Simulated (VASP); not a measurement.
Input of a VASP 6.6.1 run:

INCAR

```
PREC = Accurate
ENCUT = 520
EDIFF = 1E-6
ISMEAR = -1
SIGMA = 0.1
LREAL = False
LASPH = True
NELM = 60
ALGO = Normal
ISIF = 2
LWAVE = False
LCHARG = False
GGA = PE
NBANDS = 11
```

File KPOINTS:

```
Automatic mesh
0
Gamma
  14 14 14
```

The input POSCAR:

```
Ba
1.0
    0.0000000000      3.2999150930      3.2999150930
    3.2999150930      0.0000000000      3.2999150930
    3.2999150930      3.2999150930      0.0000000000
Ba
1
Direct
    0.0000000000      0.0000000000      0.0000000000
```

Potentials or basis: VASP PAW PBE potentials, release 64 (Ba_sv).

Launch:

```sh
$ cat potpaw_PBE.64/Ba_sv/POTCAR > POTCAR
$ mpirun -np 1 vasp_std > vasp.out
```

(1) Estimate the band gap on the k mesh.

(2) Estimate the pressure.

Results:

(1) zero (bands 5 and 6 overlap by 0.10 eV).

(2) -0.8 GPa.

Caveat: spin-orbit coupling is left out, which moves the levels of the heavy elements.
